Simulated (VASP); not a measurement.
# Sr2Be4Ru (I4/mmm) in VASP: single point with r2SCAN

Aim: the single point of Sr2Be4Ru with r2SCAN.

Everything below comes from runs of VASP 6.6.1. Logs are shortened: lines on timing, memory, paths and dates and some standing lists are left out, and cuts for length are marked.

**1. The cell of the first run**

The structure is tetragonal, space group I4/mmm (No. 139). Conventional cell: a = 3.875 Å, b = 3.875 Å, c = 12.714 Å, α = 90.00°, β = 90.00°, γ = 90.00°. Sr (site symmetry 4mm) has 9 Be at 2.43 to 2.75 Å within 3.2 Å. Ru (site symmetry 4/mmm) has 6 Be at 1.94 to 2.07 Å within 2.6 Å. Within 2.6 Å of Be (site symmetry mmm) lie 2 Ru at 1.94 Å. Be (site symmetry 4mm) has 1 Ru at 2.07 Å and 1 Sr at 2.43 Å within 2.7 Å.

**2. Single point, r2SCAN**

POSCAR reads:

```
Sr2Be4Ru
1.0
    0.0000000000      3.8746155400      0.0000000000
    3.8746155400      0.0000000000      0.0000000000
    1.9373077700      1.9373077700     -6.3569316900
Sr Ru Be
2 1 4
Direct
    0.3538000000      0.3538000000      0.2924000000
    0.6462000000      0.6462000000      0.7076000000
    0.0000000000      0.0000000000      0.0000000000
    0.5000000000      0.0000000000      0.0000000000
    0.0000000000      0.5000000000      0.0000000000
    0.1630000000      0.1630000000      0.6740000000
    0.8370000000      0.8370000000      0.3260000000
```

INCAR.step1 reads:

```
SYSTEM = Sr2Be4Ru
PREC = Accurate ; ENCUT = 520
ISMEAR = -1 ; SIGMA = 0.1
LREAL = .False. ; LASPH = .True.
NELM = 60 ; NBANDS = 30
GGA = PE ; ALGO = Normal
EDIFF = 1E-4 ; LWAVE = .True.
LCHARG = .False.
```

INCAR.step2 reads:

```
SYSTEM = Sr2Be4Ru
PREC = Accurate ; ENCUT = 520
EDIFF = 1E-6 ; ISMEAR = -1
SIGMA = 0.1 ; LREAL = .False.
LASPH = .True. ; NELM = 60
ALGO = Normal ; ISIF = 2
LWAVE = .False. ; LCHARG = .False.
METAGGA = R2SCAN ; LMIXTAU = .True.
NBANDS = 30 ; ISTART = 1
```

KPOINTS reads:

```
regular mesh
0
Gamma
  9 9 9
  0 0 0
```

Potentials or basis: VASP PAW PBE potentials, release 64 (Sr_sv, Ru_pv, Be).

Command:

```bash
$ cat potpaw_PBE.64/Sr_sv/POTCAR potpaw_PBE.64/Ru_pv/POTCAR potpaw_PBE.64/Be/POTCAR > POTCAR
$ cp INCAR.step1 INCAR
$ mpirun -np 1 vasp_std > vasp.out
$ cp INCAR.step2 INCAR
$ mpirun -np 1 vasp_std > vasp.out
```

OUTCAR:

```text
SYSTEM = Sr2Be4Ru
   PREC = Accurate
   ENCUT = 520
   EDIFF = 1E-6
   ISMEAR = -1
   LREAL = .False.
   LASPH = .True.
   NELM = 60
   ISIF = 2
   METAGGA = R2SCAN
   ISTART = 1

 ion  position               nearest neighbor table
   1  0.354  0.354  0.292-   6 2.43   4 2.68   4 2.68   5 2.68   5 2.68   7 2.75   7 2.75   7 2.75
                             7 2.75   3 3.31   3 3.31   3 3.31   3 3.31   2 3.72   2 3.80   2 3.80
   2  0.646  0.646  0.708-   7 2.43   5 2.68   4 2.68   4 2.68   5 2.68   6 2.75   6 2.75   6 2.75
                             6 2.75   3 3.31   3 3.31   3 3.31   3 3.31   1 3.72   1 3.80   1 3.80
   3  0.000  0.000  0.000-   4 1.94   5 1.94   5 1.94   4 1.94   6 2.07   7 2.07   2 3.31   2 3.31
                             1 3.31   1 3.31   2 3.31   1 3.31   2 3.31   1 3.31
   4  0.500  0.000  0.000-   3 1.94   3 1.94   2 2.68   2 2.68   1 2.68   1 2.68
   5  0.000  0.500  0.000-   3 1.94   3 1.94   2 2.68   2 2.68   1 2.68   1 2.68
   6  0.163  0.163  0.674-   3 2.07   1 2.43   2 2.75   2 2.75   2 2.75   2 2.75
   7  0.837  0.837  0.326-   3 2.07   2 2.43   1 2.75   1 2.75   1 2.75   1 2.75

  LATTYP: Found a body centered tetragonal cell.
 ALAT       =     3.8746155400
 C/A-ratio  =     3.2813225593

  Lattice vectors:

 A1 = (  -1.9373077700,   1.9373077700,   6.3569316900)
 A2 = (   1.9373077700,  -1.9373077700,   6.3569316900)
 A3 = (   1.9373077700,   1.9373077700,  -6.3569316900)

Analysis of symmetry for initial positions (statically):
=====================================================================
 Subroutine PRICEL returns:
 Original cell was already a primitive cell.

 Routine SETGRP: Setting up the symmetry group for a
 body centered tetragonal supercell.

 Subroutine GETGRP returns: Found 16 space group operations
 (whereof 16 operations were pure point group operations)
 out of a pool of 16 trial point group operations.

The static configuration has the point symmetry D_4h.

Analysis of symmetry for dynamics (positions and initial velocities):
=====================================================================
 Subroutine PRICEL returns:
 Original cell was already a primitive cell.

 Routine SETGRP: Setting up the symmetry group for a
 body centered tetragonal supercell.

 Subroutine GETGRP returns: Found 16 space group operations
 (whereof 16 operations were pure point group operations)
 out of a pool of 16 trial point group operations.

The dynamic configuration has the point symmetry D_4h.

 Subroutine INISYM returns: Found 16 space group operations
 (whereof 16 operations are pure point group operations),
 and found     1 'primitive' translations

----------------------------------------------------------------------------------------

                                     Primitive cell

  volume of cell :      95.4344

  direct lattice vectors                    reciprocal lattice vectors
     0.000000000  3.874615540  0.000000000     0.000000000  0.258090123  0.078654298
     3.874615540  0.000000000  0.000000000     0.258090123  0.000000000  0.078654298
     1.937307770  1.937307770 -6.356931690     0.000000000  0.000000000 -0.157308596

  length of vectors
     3.874615540  3.874615540  6.922203645     0.269809210  0.269809210  0.157308596

  position of ions in fractional coordinates (direct lattice)
     0.353800000  0.353800000  0.292400000
     0.646200000  0.646200000  0.707600000
     0.000000000  0.000000000  0.000000000
     0.500000000  0.000000000  0.000000000
     0.000000000  0.500000000  0.000000000
     0.163000000  0.163000000  0.674000000
     0.837000000  0.837000000  0.326000000

  ion indices of the primitive-cell ions
   primitive index   ion index
                 1           1
                 2           2
                 3           3
                 4           4
                 5           5
                 6           6
                 7           7

----------------------------------------------------------------------------------------

 KPOINTS: regular mesh

Automatic generation of k-mesh.
 Grid dimensions read from file:
 generate k-points for:    9    9    9

 Generating k-lattice:

  Cartesian coordinates                     Fractional coordinates (reciprocal lattice)
     0.000000000  0.028676680  0.008739366     0.111111111  0.000000000  0.000000000
     0.028676680  0.000000000  0.008739366     0.000000000  0.111111111  0.000000000
     0.000000000  0.000000000 -0.017478733     0.000000000  0.000000000  0.111111111

  Length of vectors
     0.029978801  0.029978801  0.017478733

  Shift w.r.t. Gamma in fractional coordinates (k-lattice)
     0.000000000  0.000000000  0.000000000

 Subroutine IBZKPT returns following result:
 ===========================================

 Found     75 irreducible k-points:

 Following reciprocal coordinates:
            Coordinates               Weight
  0.000000  0.000000  0.000000      1.000000
  0.111111  0.000000  0.000000      8.000000
  0.222222  0.000000  0.000000      8.000000
  0.333333  0.000000  0.000000      8.000000
  0.444444  0.000000  0.000000      8.000000
  0.111111  0.111111  0.000000      8.000000
[... 16 lines left out ...]
 -0.333333  0.333333  0.000000      4.000000
  0.444444  0.444444  0.000000      8.000000
 [... further k-points ...]
   k-points           NKPTS =     75   k-points in BZ     NKDIM =     75   number of bands    NBANDS=     30
   number of dos      NEDOS =    301   number of ions     NIONS =      7
   total plane-waves  NPLWV =  48600
   dimension x,y,z NGX =    30 NGY =   30 NGZ =   54
   dimension x,y,z NGXF=    60 NGYF=   60 NGZF=  108
   ions per type =               2   1   4
   NGX,Y,Z   is equivalent  to a cutoff of  12.87, 12.87, 12.97 a.u.
   NGXF,Y,Z  is equivalent  to a cutoff of  25.74, 25.74, 25.94 a.u.
 SYSTEM =  Sr2Be4Ru
   PREC   = accura    normal or accurate (medium, high low for compatibility)
   ISTART =      1    job   : 0-new  1-cont  2-samecut
   ICHARG =      0    charge: 1-file 2-atom 10-const
   ISPIN  =      1    spin polarized calculation?
   LNONCOLLINEAR =      F non collinear calculations
   LSORBIT =      F    spin-orbit coupling
   LASPH  =      T    aspherical Exc in radial PAW
   ENCUT  =  520.0 eV  38.22 Ry    6.18 a.u.   7.20  7.20 12.87*2*pi/ulx,y,z
   NELM   =     60;   NELMIN=  2; NELMDL=  0     # of ELM steps
   EDIFF  = 0.1E-05   stopping-criterion for ELM
   LREAL  =      F    real-space projection
   EDIFFG = 0.1E-04   stopping-criterion for IOM
   NSW    =      0    number of steps for IOM
   IBRION =     -1    ionic relax: 0-MD 1-quasi-New 2-CG
   NFREE  =      0    steps in history (QN), initial steepest desc. (CG)
   ISIF   =      2    stress and relaxation
   ISYM   =      2    0-nonsym 1-usesym 2-fastsym
   POTIM  = 0.5000    time-step for ionic-motion
   TEBEG  =    0.0;   TEEND  =   0.0 temperature during run
   PSTRESS=    0.0 pullay stress
   NELECT =      42.0000    total number of electrons
   NUPDOWN=      -1.0000    fix difference up-down
   EMIN   =  10.00;   EMAX   =-10.00  energy-range for DOS
   EFERMI =   0.00;   METHOD = LEGACY
   ISMEAR =    -1;   SIGMA  =   0.10  broadening in eV -4-tet -1-fermi 0-gaus
   EFERMI_NEDOS =   21; number of points for ismear=-14 and -15
   IALGO  =     38    algorithm
   IMIX   =      4    mixing-type and parameters
     AMIX     =   0.40;   BMIX     =  1.00
     AMIX_MAG =   1.60;   BMIX_MAG =  1.00
  volume/ion in A,a.u.               =      13.63        92.00
  Fermi-wavevector in a.u.,A,eV,Ry     =   1.245249  2.353180 21.097820  1.550646
  Thomas-Fermi vector in A             =   2.379480
   LORBIT       =      0    0 simple, 1 ext, 2 COOP (PROOUT), +10 PAW based schemes
   METAGGA = R2SCAN    functional components
   LHFCALC =     F    Hartree Fock is set to
   AEXX    =    0.0000 exact exchange contribution
   IVDW    =     0    specifies the selected vdW correction
   LEPSILON=     F    determine dielectric tensor
   LRPA    =     F    only Hartree local field effects (RPA)
 non-spin polarized calculation
  energy-cutoff  :      520.00
  volume of cell :       95.43
 maximum number of plane-waves:      2595
 NGX is ok and might be reduce to    30
   NGX = 15   NGY = 15   NGZ = 25

 number of electron      41.9999993 magnetization

 Free energy of the ion-electron system (eV)
  ---------------------------------------------------
  ext. energy  EPLUGINS =         0.00000000
  ---------------------------------------------------
  free energy    TOTEN  =       -64.54013327 eV

  energy without entropy =      -64.38775217  energy(sigma->0) =      -64.46394272

 E-fermi :   5.8455     XC(G=0): -11.5279

 val. band max:        5.8434061321   @ k =  -0.1111  -0.1111   0.3333
 cond. band min:       5.8499311699   @ k =  -0.1111   0.3333   0.1111
 fundamental gap:      0.0065250378
 Fermi energy:         5.8455438976

 k-point     1 :       0.0000    0.0000    0.0000
  band No.  band energies     occupation
      1     -37.7667      2.00000
      2     -37.7667      2.00000
      3     -37.5931      2.00000
      4     -29.2764      2.00000
      5     -29.1917      2.00000
      6     -11.5586      2.00000
[... 22 lines left out ...]
     29      10.5560      0.00000
     30      11.9546      0.00000

 k-point     2 :       0.1111    0.0000    0.0000
  band No.  band energies     occupation
      1     -37.7665      2.00000
      2     -37.7646      2.00000
      3     -37.5928      2.00000
      4     -29.2710      2.00000
      5     -29.1915      2.00000
      6     -11.5365      2.00000
[... 22 lines left out ...]
     29      11.2170      0.00000
     30      12.6330      0.00000

 k-point     3 :       0.2222    0.0000    0.0000
  band No.  band energies     occupation
      1     -37.7660      2.00000
      2     -37.7592      2.00000
      3     -37.5922      2.00000
      4     -29.2568      2.00000
      5     -29.1915      2.00000
      6     -11.4824      2.00000
[... 682 lines left out ...]
     29      12.6630      0.00000
     30      12.9499      0.00000

 k-point    24 :       0.4444    0.4444    0.0000
  band No.  band energies     occupation
      1     -37.7471      2.00000
      2     -37.7471      2.00000
      3     -37.5895      2.00000
      4     -29.1972      2.00000
      5     -29.1786      2.00000
      6     -11.2717      2.00000
[... 22 lines left out ...]
     29      12.0632      0.00000
     30      13.1586      0.00000

 [... further k-points ...]
[... 5 lines left out ...]
  --------------------------------------------------------------------------------------
  -------------------------------------------------------------------------------------
  Total       30.3728519     30.3728519     31.2292745      0.0000000     -0.0000000      0.0000000
  in kB      509.9074755    509.9074755    524.2853236      0.0000000     -0.0000000      0.0000000
  external PRESSURE =     514.7000915 kB  Pullay stress =       0.0000000 kB

 VOLUME and BASIS-vectors are now :
 -----------------------------------------------------------------------------
  energy-cutoff  :      520.00
  volume of cell :       95.43
      direct lattice vectors                 reciprocal lattice vectors
     0.000000000  3.874615540  0.000000000     0.000000000  0.258090123  0.078654298
     3.874615540  0.000000000  0.000000000     0.258090123  0.000000000  0.078654298
     1.937307770  1.937307770 -6.356931690     0.000000000  0.000000000 -0.157308596

 POSITION                                       TOTAL-FORCE (eV/Angst)
 -----------------------------------------------------------------------------------
      1.93731      1.93731     -1.85877         0.000000     -0.000000      0.494133
      3.87462      3.87462     -4.49816         0.000000     -0.000000     -0.494133
      0.00000      0.00000      0.00000         0.000000     -0.000000      0.000000
      0.00000      1.93731      0.00000         0.000000      0.000000      0.000000
      1.93731      0.00000      0.00000         0.000000     -0.000000      0.000000
      1.93731      1.93731     -4.28457         0.000000      0.000000     -1.247589
      3.87462      3.87462     -2.07236        -0.000000     -0.000000      1.247589
 -----------------------------------------------------------------------------------
    total drift:                                0.000000      0.000000     -0.000000

  FREE ENERGIE OF THE ION-ELECTRON SYSTEM (eV)
  ---------------------------------------------------
  free  energy   TOTEN  =       -64.5401332664 eV

  energy  without entropy=      -64.3877521687  energy(sigma->0) =      -64.46394272
```

It took 5.6 min on 1 thread of Intel Xeon 6975P-C (Granite Rapids), shared host; peak memory 0.37 GiB.

What came out:

| Property | Result |
| --- | --- |
| Free energy | -64.5401 eV |
| Pressure | 51.5 GPa |
| Largest force | 1.248 eV/Å |
| Band gap on the k mesh | zero (band 21 reaches 6.33 eV, above the bottom of band 22 at 5.59 eV) |

Forces in eV/Å, atoms in the order of the input:
```
Sr   0.000  0.000  0.494
Sr   0.000  0.000 -0.494
Ru   0.000  0.000  0.000
Be   0.000  0.000  0.000
Be   0.000  0.000  0.000
Be   0.000  0.000 -1.248
Be   0.000  0.000  1.248
```

Stress tensor (GPa, compression positive):
```
50.99  0.00  0.00
 0.00 50.99  0.00
 0.00  0.00 52.43
```

Caveat: the PAW data sets were made with another functional, which shifts forces and pressure a little.
